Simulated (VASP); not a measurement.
# Si (P6/mmm) in VASP: a series of runs

Si is run at these levels: LDA; tasks: single point.

All numbers are computed with VASP 6.6.1; they aren't measurements. Logs are shortened: lines on timing, memory, paths and dates and some standing lists are left out, and cuts for length are marked.

### 1 The cell of the first run

Symmetry: P6/mmm, No. 191, hexagonal system. Conventional cell: a = 2.490 Å, b = 2.490 Å, c = 2.405 Å, α = 90.00°, β = 90.00°, γ = 120.00°. Si (site symmetry 6/mmm) has 8 Si at 2.40 to 2.49 Å within 3.2 Å.

This isn't the form of Si at room conditions, which is diamond.

### 2 Single point, LDA (strain -0.050 along x and y, -0.025 along z)

INCAR reads:

```
PREC = Accurate
ENCUT = 520
EDIFF = 1E-6
ISMEAR = 0
SIGMA = 0.15
LREAL = F
LASPH = T
NELM = 100
ALGO = Normal
ISIF = 2
LWAVE = F
LCHARG = F
GGA = CA
NBANDS = 8
```

KPOINTS reads:

```
Automatic mesh
0
Gamma
  24 24 20
```

POSCAR reads:

```
Si
1.0
    2.4895156742      0.0000000000      0.0000000000
   -1.2447578371      2.1559838169      0.0000000000
    0.0000000000      0.0000000000      2.4046955302
Si
1
Direct
    0.0000000000      0.0000000000      0.0000000000
```

Potentials or basis: VASP PAW LDA potentials, release 64 (Si).

Run with:

```
$ cat potpaw_LDA.64/Si/POTCAR > POTCAR
$ mpirun -np 1 vasp_std > vasp.out
```

OUTCAR:

```text
PREC = Accurate
   ENCUT = 520
   EDIFF = 1E-6
   ISMEAR = 0
   LREAL = F
   LASPH = T
   NELM = 100
   ISIF = 2
   GGA = CA

 ion  position               nearest neighbor table
   1  0.000  0.000  0.000-

  LATTYP: Found a hexagonal cell.
 ALAT       =     2.4895156742
 C/A-ratio  =     0.9659290581

  Lattice vectors:

 A1 = (   2.4895156742,   0.0000000000,   0.0000000000)
 A2 = (  -1.2447578371,   2.1559838169,   0.0000000000)
 A3 = (   0.0000000000,   0.0000000000,   2.4046955302)

Analysis of symmetry for initial positions (statically):
=====================================================================
 Subroutine PRICEL returns:
 Original cell was already a primitive cell.

 Routine SETGRP: Setting up the symmetry group for a
 hexagonal supercell.

 Subroutine GETGRP returns: Found 24 space group operations
 (whereof 24 operations were pure point group operations)
 out of a pool of 24 trial point group operations.

The static configuration has the point symmetry D_6h.

Analysis of symmetry for dynamics (positions and initial velocities):
=====================================================================
 Subroutine PRICEL returns:
 Original cell was already a primitive cell.

 Routine SETGRP: Setting up the symmetry group for a
 hexagonal supercell.

 Subroutine GETGRP returns: Found 24 space group operations
 (whereof 24 operations were pure point group operations)
 out of a pool of 24 trial point group operations.

The dynamic configuration has the point symmetry D_6h.

 Subroutine INISYM returns: Found 24 space group operations
 (whereof 24 operations are pure point group operations),
 and found     1 'primitive' translations

----------------------------------------------------------------------------------------

                                     Primitive cell

  volume of cell :      12.9069

  direct lattice vectors                    reciprocal lattice vectors
     2.489515674  0.000000000  0.000000000     0.401684557  0.231912687  0.000000000
    -1.244757837  2.155983817  0.000000000     0.000000000  0.463825374  0.000000000
     0.000000000  0.000000000  2.404695530     0.000000000  0.000000000  0.415853062

  length of vectors
     2.489515674  2.489515674  2.404695530     0.463825374  0.463825374  0.415853062

  position of ions in fractional coordinates (direct lattice)
     0.000000000  0.000000000  0.000000000

  ion indices of the primitive-cell ions
   primitive index   ion index
                 1           1

----------------------------------------------------------------------------------------

 KPOINTS: Automatic mesh

Automatic generation of k-mesh.
 Grid dimensions read from file:
 generate k-points for:   24   24   20

 Generating k-lattice:

  Cartesian coordinates                     Fractional coordinates (reciprocal lattice)
     0.016736857  0.009663029  0.000000000     0.041666667  0.000000000  0.000000000
     0.000000000  0.019326057  0.000000000     0.000000000  0.041666667  0.000000000
     0.000000000  0.000000000  0.020792653     0.000000000  0.000000000  0.050000000

  Length of vectors
     0.019326057  0.019326057  0.020792653

  Shift w.r.t. Gamma in fractional coordinates (k-lattice)
     0.000000000  0.000000000  0.000000000

 Subroutine IBZKPT returns following result:
 ===========================================

 Found    671 irreducible k-points:

 Following reciprocal coordinates:
            Coordinates               Weight
  0.000000  0.000000  0.000000      1.000000
  0.041667 -0.000000  0.000000      6.000000
  0.083333  0.000000  0.000000      6.000000
  0.125000  0.000000  0.000000      6.000000
  0.166667  0.000000  0.000000      6.000000
  0.208333  0.000000  0.000000      6.000000
[... 16 lines left out ...]
  0.416667  0.041667  0.000000     12.000000
  0.458333  0.041667  0.000000     12.000000
 [... further k-points ...]
   k-points           NKPTS =    671   k-points in BZ     NKDIM =    671   number of bands    NBANDS=      8
   number of dos      NEDOS =    301   number of ions     NIONS =      1
   total plane-waves  NPLWV =   7200
   dimension x,y,z NGX =    20 NGY =   20 NGZ =   18
   dimension x,y,z NGXF=    40 NGYF=   40 NGZF=   36
   ions per type =               1
   NGX,Y,Z   is equivalent  to a cutoff of  13.36, 13.36, 12.44 a.u.
   NGXF,Y,Z  is equivalent  to a cutoff of  26.71, 26.71, 24.89 a.u.
 SYSTEM =  unknown system
   PREC   = accura    normal or accurate (medium, high low for compatibility)
   ISTART =      0    job   : 0-new  1-cont  2-samecut
   ICHARG =      2    charge: 1-file 2-atom 10-const
   ISPIN  =      1    spin polarized calculation?
   LNONCOLLINEAR =      F non collinear calculations
   LSORBIT =      F    spin-orbit coupling
   LASPH  =      T    aspherical Exc in radial PAW
   ENCUT  =  520.0 eV  38.22 Ry    6.18 a.u.   4.63  4.63  4.47*2*pi/ulx,y,z
   NELM   =    100;   NELMIN=  2; NELMDL= -5     # of ELM steps
   EDIFF  = 0.1E-05   stopping-criterion for ELM
   LREAL  =      F    real-space projection
   EDIFFG = 0.1E-04   stopping-criterion for IOM
   NSW    =      0    number of steps for IOM
   IBRION =     -1    ionic relax: 0-MD 1-quasi-New 2-CG
   NFREE  =      0    steps in history (QN), initial steepest desc. (CG)
   ISIF   =      2    stress and relaxation
   ISYM   =      2    0-nonsym 1-usesym 2-fastsym
   POTIM  = 0.5000    time-step for ionic-motion
   TEBEG  =    0.0;   TEEND  =   0.0 temperature during run
   PSTRESS=    0.0 pullay stress
   NELECT =       4.0000    total number of electrons
   NUPDOWN=      -1.0000    fix difference up-down
   EMIN   =  10.00;   EMAX   =-10.00  energy-range for DOS
   EFERMI =   0.00;   METHOD = LEGACY
   ISMEAR =     0;   SIGMA  =   0.15  broadening in eV -4-tet -1-fermi 0-gaus
   EFERMI_NEDOS =   21; number of points for ismear=-14 and -15
   IALGO  =     38    algorithm
   IMIX   =      4    mixing-type and parameters
     AMIX     =   0.40;   BMIX     =  1.00
     AMIX_MAG =   1.60;   BMIX_MAG =  1.00
  volume/ion in A,a.u.               =      12.91        87.10
  Fermi-wavevector in a.u.,A,eV,Ry     =   1.107868  2.093567 16.699402  1.227371
  Thomas-Fermi vector in A             =   2.244388
   LORBIT       =      0    0 simple, 1 ext, 2 COOP (PROOUT), +10 PAW based schemes
   GGA     = CA    functional components
   LHFCALC =     F    Hartree Fock is set to
   AEXX    =    0.0000 exact exchange contribution
   IVDW    =     0    specifies the selected vdW correction
   LEPSILON=     F    determine dielectric tensor
   LRPA    =     F    only Hartree local field effects (RPA)
 non-spin polarized calculation
 Gauss-broadening in eV      SIGMA  =   0.15
  energy-cutoff  :      520.00
  volume of cell :       12.91
 maximum number of plane-waves:       363
 NGX is ok and might be reduce to    20
   NGX =  9   NGY =  9   NGZ =  9

 number of electron       4.0000000 magnetization

 Free energy of the ion-electron system (eV)
  ---------------------------------------------------
  ext. energy  EPLUGINS =         0.00000000
  ---------------------------------------------------
  free energy    TOTEN  =        -5.64881093 eV

  energy without entropy =       -5.64517521  energy(sigma->0) =       -5.64699307

 E-fermi :  11.4306     XC(G=0): -11.6688

 val. band max:       11.4260331614   @ k =   0.0000   0.0000   0.2000
 cond. band min:      11.4443481190   @ k =   0.2083   0.2083   0.2500
 fundamental gap:      0.0183149575
 Fermi energy:        11.4306478489

 k-point     1 :       0.0000    0.0000    0.0000
  band No.  band energies     occupation
      1      -3.8756      2.00000
      2      18.7164      0.00000
      3      19.4071      0.00000
      4      23.6544      0.00000
      5      23.6544      0.00000
      6      24.4765      0.00000
      7      24.4765      0.00000
      8      30.3683      0.00000

 k-point     2 :       0.0417   -0.0000    0.0000
  band No.  band energies     occupation
      1      -3.8216      2.00000
      2      18.6328      0.00000
      3      19.4521      0.00000
      4      22.7588      0.00000
      5      22.9422      0.00000
      6      24.8394      0.00000
      7      25.2802      0.00000
      8      30.9821      0.00000

 k-point     3 :       0.0833    0.0000    0.0000
  band No.  band energies     occupation
      1      -3.6595      2.00000
      2      18.2951      0.00000
      3      19.5872      0.00000
      4      21.4185      0.00000
      5      22.0218      0.00000
      6      25.0094      0.00000
      7      26.4744      0.00000
      8      32.4614      0.00000

 k-point     4 :       0.1250    0.0000    0.0000
  band No.  band energies     occupation
      1      -3.3898      2.00000
      2      17.4494      0.00000
      3      19.8123      0.00000
      4      20.3888      0.00000
      5      21.1697      0.00000
      6      25.0081      0.00000
      7      27.7813      0.00000
      8      33.9480      0.00000

 k-point     5 :       0.1667    0.0000    0.0000
  band No.  band energies     occupation
      1      -3.0128      2.00000
      2      16.0511      0.00000
      3      19.8371      0.00000
      4      20.1272      0.00000
      5      20.4032      0.00000
      6      25.0200      0.00000
      7      29.1807      0.00000
      8      34.9060      0.00000
[... 177 lines left out ...]
 k-point    22 :       0.3750    0.0417    0.0000
  band No.  band energies     occupation
      1       0.9747      2.00000
      2       7.1651      2.00000
      3      16.4927      0.00000
      4      19.7818      0.00000
      5      23.4603      0.00000
      6      27.7742      0.00000
      7      28.9290      0.00000
      8      33.4414      0.00000

 k-point    23 :       0.4167    0.0417    0.0000
  band No.  band energies     occupation
      1       2.0220      2.00000
      2       5.7446      2.00000
      3      16.3186      0.00000
      4      19.6598      0.00000
      5      24.3056      0.00000
      6      27.7680      0.00000
      7      28.7026      0.00000
      8      32.2504      0.00000

 k-point    24 :       0.4583    0.0417    0.0000
  band No.  band energies     occupation
      1       3.1632      2.00000
      2       4.4161      2.00000
      3      16.2312      0.00000
      4      19.5968      0.00000
      5      25.0978      0.00000
      6      26.8165      0.00000
      7      29.6593      0.00000
      8      31.1464      0.00000

 [... further k-points ...]

------------------------ aborting loop because EDIFF is reached ----------------------------------------

  FORCE on cell =-STRESS in cart. coord.  units (eV):
  Direction    XX          YY          ZZ          XY          YZ          ZX
  --------------------------------------------------------------------------------------
  -------------------------------------------------------------------------------------
  Total        1.6916876      1.6916876      1.0349796      0.0000000     -0.0000000      0.0000000
  in kB      209.9956437    209.9956436    128.4759705      0.0000000     -0.0000000      0.0000000
  external PRESSURE =     182.8224193 kB  Pullay stress =       0.0000000 kB

 VOLUME and BASIS-vectors are now :
 -----------------------------------------------------------------------------
  energy-cutoff  :      520.00
  volume of cell :       12.91
      direct lattice vectors                 reciprocal lattice vectors
     2.489515674  0.000000000  0.000000000     0.401684557  0.231912687  0.000000000
    -1.244757837  2.155983817  0.000000000     0.000000000  0.463825374  0.000000000
     0.000000000  0.000000000  2.404695530     0.000000000  0.000000000  0.415853062

 POSITION                                       TOTAL-FORCE (eV/Angst)
 -----------------------------------------------------------------------------------
      0.00000      0.00000      0.00000         0.000000      0.000000      0.000000
 -----------------------------------------------------------------------------------
    total drift:                               -0.000000     -0.000000      0.000000

  FREE ENERGIE OF THE ION-ELECTRON SYSTEM (eV)
  ---------------------------------------------------
  free  energy   TOTEN  =        -5.6488109327 eV

  energy  without entropy=       -5.6451752098  energy(sigma->0) =       -5.64699307
```

It took 65 s on 1 thread of Intel Xeon 8259CL, shared host; peak memory 0.16 GiB.

Results:

```yaml
Free_energy: -5.6488 eV
Pressure: 18.3 GPa
Band_gap_on_the_k_mesh: zero (bands 2 and 3 overlap by 12.44 eV)
```

Stress tensor (GPa, compression positive):
```
21.00  0.00  0.00
 0.00 21.00  0.00
 0.00  0.00 12.85
```

Levels at points of the mesh, in eV from the Fermi level:
```csv
k point,band 1,band 2,band 3,band 4,band 5,band 6,band 7
"(0.00, 0.00, 0.00)",-15.31,7.29,7.98,12.22,12.22,13.05,13.05
"(0.50, 0.00, 0.00)",-7.78,-7.60,6.08,6.84,13.81,15.15,18.44
"(0.00, 0.00, 0.50)",-10.11,-8.15,15.79,15.79,16.17,16.17,17.92
"(0.50, 0.00, 0.50)",-3.52,-2.16,-1.69,0.92,10.01,13.26,13.67
```

Caveat: the cell differs from its parent crystal (strain -0.050 along x and y, -0.025 along z); the cell stands under pressure.

[end of part 1 of 2]
